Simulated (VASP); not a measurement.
# Ir (Fm-3m) in VASP: a series of runs

Runs on Ir. Level: PBEsol. Tasks: single point.

Program: VASP 6.6.1. These are calculated values, not measurements. Logs are shortened: lines on timing, memory, paths and dates and some standing lists are left out, and cuts for length are marked.

**1. The cell of the first run**

The structure is cubic, space group Fm-3m (No. 225). Conventional cell: a = 3.727 Å, b = 3.727 Å, c = 3.727 Å, α = 90.00°, β = 90.00°, γ = 90.00°. Ir (site symmetry m-3m) has 12 Ir at 2.64 Å within 3.5 Å.

**2. Single point, PBEsol (volume scaled by 0.92)**

Contents of INCAR:

```
SYSTEM = Ir
PREC = Accurate
ENCUT = 520
EDIFF = 1E-6
ISMEAR = -1
SIGMA = 0.1
LREAL = .FALSE.
LASPH = .TRUE.
NELM = 60
ALGO = Normal
ISIF = 2
LWAVE = .FALSE.
LCHARG = .FALSE.
GGA = PS
NBANDS = 10
```

Contents of KPOINTS:

```
Automatic mesh
0
G
  19 19 19
  0 0 0
```

Contents of POSCAR:

```
Ir
1.0
    0.0000000000      1.8633175862      1.8633175862
    1.8633175862      0.0000000000      1.8633175862
    1.8633175862      1.8633175862      0.0000000000
Ir
1
Direct
    0.0000000000      0.0000000000      0.0000000000
```

Potentials or basis: VASP PAW PBE potentials, release 64 (Ir).

Run with:

```bash
$ cat potpaw_PBE.64/Ir/POTCAR > POTCAR
$ mpirun -np 1 vasp_std > vasp.out
```

OUTCAR:

```text
SYSTEM = Ir
   PREC = Accurate
   ENCUT = 520
   EDIFF = 1E-6
   ISMEAR = -1
   LREAL = .FALSE.
   LASPH = .TRUE.
   NELM = 60
   ISIF = 2
   GGA = PS

 ion  position               nearest neighbor table
   1  0.000  0.000  0.000-

  LATTYP: Found a face centered cubic cell.
 ALAT       =     3.7266351724

  Lattice vectors:

 A1 = (   0.0000000000,   1.8633175862,   1.8633175862)
 A2 = (   1.8633175862,   0.0000000000,   1.8633175862)
 A3 = (   1.8633175862,   1.8633175862,   0.0000000000)

Analysis of symmetry for initial positions (statically):
=====================================================================
 Subroutine PRICEL returns:
 Original cell was already a primitive cell.

 Routine SETGRP: Setting up the symmetry group for a
 face centered cubic supercell.

 Subroutine GETGRP returns: Found 48 space group operations
[... 9 lines left out ...]

 Routine SETGRP: Setting up the symmetry group for a
 face centered cubic supercell.

 Subroutine GETGRP returns: Found 48 space group operations
[... 11 lines left out ...]
                                     Primitive cell

  volume of cell :      12.9387

  direct lattice vectors                    reciprocal lattice vectors
     0.000000000  1.863317586  1.863317586    -0.268338583  0.268338583  0.268338583
     1.863317586  0.000000000  1.863317586     0.268338583 -0.268338583  0.268338583
     1.863317586  1.863317586  0.000000000     0.268338583  0.268338583 -0.268338583

  length of vectors
     2.635129001  2.635129001  2.635129001     0.464776059  0.464776059  0.464776059

  position of ions in fractional coordinates (direct lattice)
     0.000000000  0.000000000  0.000000000

  ion indices of the primitive-cell ions
   primitive index   ion index
                 1           1

----------------------------------------------------------------------------------------

 KPOINTS: Automatic mesh

Automatic generation of k-mesh.
 Grid dimensions read from file:
 generate k-points for:   19   19   19

 Generating k-lattice:

  Cartesian coordinates                     Fractional coordinates (reciprocal lattice)
    -0.014123083  0.014123083  0.014123083     0.052631579  0.000000000  0.000000000
     0.014123083 -0.014123083  0.014123083     0.000000000  0.052631579  0.000000000
     0.014123083  0.014123083 -0.014123083     0.000000000  0.000000000  0.052631579

  Length of vectors
     0.024461898  0.024461898  0.024461898

[... 49 lines left out ...]
   LSORBIT =      F    spin-orbit coupling
   LASPH  =      T    aspherical Exc in radial PAW
   ENCUT  =  520.0 eV  38.22 Ry    6.18 a.u.   4.90  4.90  4.90*2*pi/ulx,y,z
   NELM   =     60;   NELMIN=  2; NELMDL= -5     # of ELM steps
   EDIFF  = 0.1E-05   stopping-criterion for ELM
   LREAL  =      F    real-space projection
   EDIFFG = 0.1E-04   stopping-criterion for IOM
   NSW    =      0    number of steps for IOM
   IBRION =     -1    ionic relax: 0-MD 1-quasi-New 2-CG
   NFREE  =      0    steps in history (QN), initial steepest desc. (CG)
   ISIF   =      2    stress and relaxation
   ISYM   =      2    0-nonsym 1-usesym 2-fastsym
   POTIM  = 0.5000    time-step for ionic-motion
   TEBEG  =    0.0;   TEEND  =   0.0 temperature during run
   PSTRESS=    0.0 pullay stress
   NELECT =       9.0000    total number of electrons
   NUPDOWN=      -1.0000    fix difference up-down
   EMIN   =  10.00;   EMAX   =-10.00  energy-range for DOS
   EFERMI =   0.00;   METHOD = LEGACY
   ISMEAR =    -1;   SIGMA  =   0.10  broadening in eV -4-tet -1-fermi 0-gaus
   EFERMI_NEDOS =   21; number of points for ismear=-14 and -15
   IALGO  =     38    algorithm
   IMIX   =      4    mixing-type and parameters
     AMIX     =   0.40;   BMIX     =  1.00
     AMIX_MAG =   1.60;   BMIX_MAG =  1.00
  volume/ion in A,a.u.               =      12.94        87.31
  Fermi-wavevector in a.u.,A,eV,Ry     =   1.450526  2.741096 28.626999  2.104025
  Thomas-Fermi vector in A             =   2.568128
   LORBIT       =      0    0 simple, 1 ext, 2 COOP (PROOUT), +10 PAW based schemes
   GGA     = PS    functional components
   LHFCALC =     F    Hartree Fock is set to
   AEXX    =    0.0000 exact exchange contribution
   IVDW    =     0    specifies the selected vdW correction
   LEPSILON=     F    determine dielectric tensor
   LRPA    =     F    only Hartree local field effects (RPA)
 non-spin polarized calculation
  energy-cutoff  :      520.00
  volume of cell :       12.94
 maximum number of plane-waves:       360
   NGX =  9   NGY =  9   NGZ =  9

 number of electron       8.9999999 magnetization

 Free energy of the ion-electron system (eV)
  ---------------------------------------------------
  ext. energy  EPLUGINS =         0.00000000
  ---------------------------------------------------
  free energy    TOTEN  =        -9.69288749 eV

  energy without entropy =       -9.66200553  energy(sigma->0) =       -9.67744651

 E-fermi :  11.8560     XC(G=0): -14.6301

 val. band max:       11.8312144787   @ k =   0.4211   0.1579   0.0526
 cond. band min:      11.8601662753   @ k =   0.4737   0.3684   0.0000
 fundamental gap:      0.0289517966
 Fermi energy:        11.8560243503

 k-point     1 :       0.0000    0.0000    0.0000
  band No.  band energies     occupation
      1      -0.3142      2.00000
      2       7.4013      2.00000
      3       7.4013      2.00000
      4       7.4013      2.00000
      5      10.5279      2.00000
      6      10.5279      2.00000
      7      25.9724      0.00000
      8      32.0947      0.00000
      9      32.0947      0.00000
     10      32.0947      0.00000
[... 287 lines left out ...]
 k-point    24 :      -0.2632    0.0526    0.0000
  band No.  band energies     occupation
      1       2.4868      2.00000
      2       6.9239      2.00000
      3       7.8072      2.00000
      4       7.9126      2.00000
      5      10.5604      2.00000
      6      11.5652      1.89652
      7      25.2683      0.00000
      8      29.0186      0.00000
      9      35.2428      0.00000
     10      36.1015      0.00000

 [... further k-points ...]
[... 5 lines left out ...]
  --------------------------------------------------------------------------------------
  -------------------------------------------------------------------------------------
  Total        3.3445720      3.3445720      3.3445720     -0.0000000     -0.0000000     -0.0000000
  in kB      414.1526863    414.1526863    414.1526863     -0.0000000     -0.0000000     -0.0000000
  external PRESSURE =     414.1526863 kB  Pullay stress =       0.0000000 kB

 VOLUME and BASIS-vectors are now :
 -----------------------------------------------------------------------------
  energy-cutoff  :      520.00
  volume of cell :       12.94
      direct lattice vectors                 reciprocal lattice vectors
     0.000000000  1.863317586  1.863317586    -0.268338583  0.268338583  0.268338583
     1.863317586  0.000000000  1.863317586     0.268338583 -0.268338583  0.268338583
     1.863317586  1.863317586  0.000000000     0.268338583  0.268338583 -0.268338583

 POSITION                                       TOTAL-FORCE (eV/Angst)
 -----------------------------------------------------------------------------------
      0.00000      0.00000      0.00000        -0.000000     -0.000000     -0.000000
 -----------------------------------------------------------------------------------
    total drift:                                0.000000      0.000000     -0.000000

  FREE ENERGIE OF THE ION-ELECTRON SYSTEM (eV)
  ---------------------------------------------------
  free  energy   TOTEN  =        -9.6928874900 eV

  energy  without entropy=       -9.6620055312  energy(sigma->0) =       -9.67744651
```

stdout:

```text
POSCAR found type information on POSCAR Ir
 POSCAR found :  1 types and       1 ions
 scaLAPACK will be used
 -----------------------------------------------------------------------------
|                                                                             |
|                                                                             |
|     You enforced a specific xc type in the INCAR file but a different       |
|     I HOPE YOU KNOW WHAT YOU ARE DOING!                                     |
|                                                                             |
 -----------------------------------------------------------------------------

 LDA part: xc-table for (Slater+PW92), standard interpolation
 POSCAR, INCAR and KPOINTS ok, starting setup
 FFT: planning ... GRIDC
 FFT: planning ... GRID_SOFT
 FFT: planning ... GRID
 WAVECAR not read
 entering main loop
```

It took 14 s on 1 thread of Intel Xeon Platinum 8488C (Sapphire Rapids), shared host; peak memory 0.15 GiB.

Results:

```
Free energy : -9.6929 eV
Pressure    : 41.4 GPa
```

Levels at points of the mesh, in eV from the Fermi level:
| k point | band 2 | band 3 | band 4 | band 5 | band 6 | band 7 |
| --- | --- | --- | --- | --- | --- | --- |
| (0.00, 0.00, 0.00) | -4.45 | -4.45 | -4.45 | -1.33 | -1.33 | 14.12 |

Caveat: the PAW data sets were made with another functional, which shifts forces and pressure a little; spin-orbit coupling is left out, which moves the levels of the heavy elements.

**3. Single point, PBEsol (volume scaled by 0.92)**

Contents of INCAR:

```
PREC = Accurate ; ENCUT = 520
EDIFF = 1E-6 ; ISMEAR = -1
SIGMA = 0.1 ; LREAL = False
LASPH = True ; NELM = 100
ALGO = Normal ; ISIF = 2
LWAVE = False ; LCHARG = False
GGA = PS ; NBANDS = 10
```

Contents of KPOINTS:

```
regular mesh
0
Gamma
  19 19 19
```

POSCAR is that of step 2.

Potentials or basis: VASP PAW PBE potentials, release 64 (Ir).

Run with:

```bash
$ cat potpaw_PBE.64/Ir/POTCAR > POTCAR
$ mpirun -np 1 vasp_std > vasp.out
```

Run time: 14 s. Hardware: 1 thread of Intel Xeon Platinum 8488C (Sapphire Rapids), shared host; peak memory 0.15 GiB.

It converged, with:

* Free energy: -9.6929 eV
* Pressure: 41.4 GPa

Levels at points of the mesh, in eV from the Fermi level:
```
           k point  band 2  band 3  band 4  band 5  band 6  band 7
(0.00, 0.00, 0.00)   -4.45   -4.45   -4.45   -1.33   -1.33   14.12
```

Caveat: the PAW data sets were made with another functional, which shifts forces and pressure a little; spin-orbit coupling is left out, which moves the levels of the heavy elements.
